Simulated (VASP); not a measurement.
Write the native input for VASP 6.6.1 that does the following.

```yaml
Task: relaxation of cell and atoms
Functional: PBE
Potentials_or_basis: VASP PAW PBE potentials, release 64 (Gd, N)
Cutoff: 600 eV
k_mesh: 6 × 6 × 6
Occupations: gaussian, width 0.1 eV
Spin: collinear spin, ferromagnetic start
Starting_moments: "[7.54, 0.0] μB"
Dipole_correction: no
Further_INCAR_settings: ALGO = Normal; EDIFF = 1e-07; IBRION = 2; EDIFFG = -0.04; NSW = 90; ISIF = 3
```

The structure of GdN lies in POSCAR:

```
GdN
1.0
    3.3975938452      0.0000000000      0.0000000000
   -1.6987969226      2.9424025817      0.0000000000
    0.0000000000      0.0000000000      3.0923782389
Gd N
1 1
Direct
    0.3333333333      0.6666666667      0.5000000000
    0.0000000000      0.0000000000      0.0000000000
```

The cell was built from a structure type or drawn by symmetry, and may not be a known phase.

The input as run:

INCAR

```
  PREC = Accurate
  ENCUT = 600
  EDIFF = 1E-7
  ISMEAR = 0
  SIGMA = 0.1
  LREAL = False
  LASPH = True
  NELM = 150
  ALGO = Normal
  ISIF = 3
  LWAVE = False
  LCHARG = False
  ISPIN = 2
  MAGMOM = 7.54 0
  LORBIT = 11
  LMAXMIX = 6
  GGA = PE
  IBRION = 2
  NSW = 90
  EDIFFG = -0.04
```

KPOINTS

```
regular mesh
0
Gamma
  6 6 6
```

Potentials or basis: VASP PAW PBE potentials, release 64 (Gd, N).

The run is started by

```console
$ cat potpaw_PBE.64/Gd/POTCAR potpaw_PBE.64/N/POTCAR > POTCAR
$ mpirun -np 1 vasp_std > vasp.out
```

Results of the run:

- Pressure after relaxing: 0.0 GPa
- Net moment: 7.00 μB per cell
- Site moments: Gd +6.79; N -0.05 μB
- Valence electrons inside the program's atomic spheres: Gd 15.27; N 3.62

Caveat: the relaxation stopped at its first step, so nothing moved; a cell with one magnetic atom can't hold antiferromagnetic order, which such compounds often take.

Run time: 6 min on 1 thread of Intel Xeon 8259CL (shared host), peak memory 0.21 GiB.
